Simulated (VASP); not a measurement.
A run of VASP 6.6.1 is set up as follows.

INCAR

```
SYSTEM = TaRe
PREC = Accurate
ENCUT = 500
EDIFF = 1E-6
ISMEAR = 0
SIGMA = 0.05
LREAL = .False.
LASPH = .True.
NELM = 120
ALGO = Normal
ISIF = 2
LWAVE = .False.
LCHARG = .False.
GGA = CA
NBANDS = 21
GGA_COMPAT = .False.
```

Contents of KPOINTS:

```
regular mesh
0
Gamma
  8 8 5
  0 0 0
```

The input POSCAR:

```
TaRe
1.0
    1.5863704339     -2.2750368419      0.0000000000
    1.5863704339      2.2750368419      0.0000000000
    0.0000000000      0.0000000000      4.4163631465
Ta Re
1 1
Direct
    0.5000000000      0.5000000000      0.5000000000
    0.0000000000      0.0000000000      0.0000000000
```

Potentials or basis: VASP PAW LDA potentials, release 64 (Ta_sv_GW, Re_sv_GW).

Launch:

```console
$ cat potpaw_LDA.64/Ta_sv_GW/POTCAR potpaw_LDA.64/Re_sv_GW/POTCAR > POTCAR
$ mpirun -np 1 vasp_std > vasp.out
```

Question: Predict the pressure.

Answer: -6.7 GPa.

Question: What does it give for the band gap on the k mesh?

Answer: Zero (band 14 reaches 14.56 eV, above the bottom of band 15 at 11.40 eV).

Stress tensor (GPa, compression positive):
```
-8.04  0.00  0.00
 0.00 -5.78  0.00
 0.00  0.00 -6.24
```

Caveat: spin-orbit coupling is left out, which moves the levels of the heavy elements.
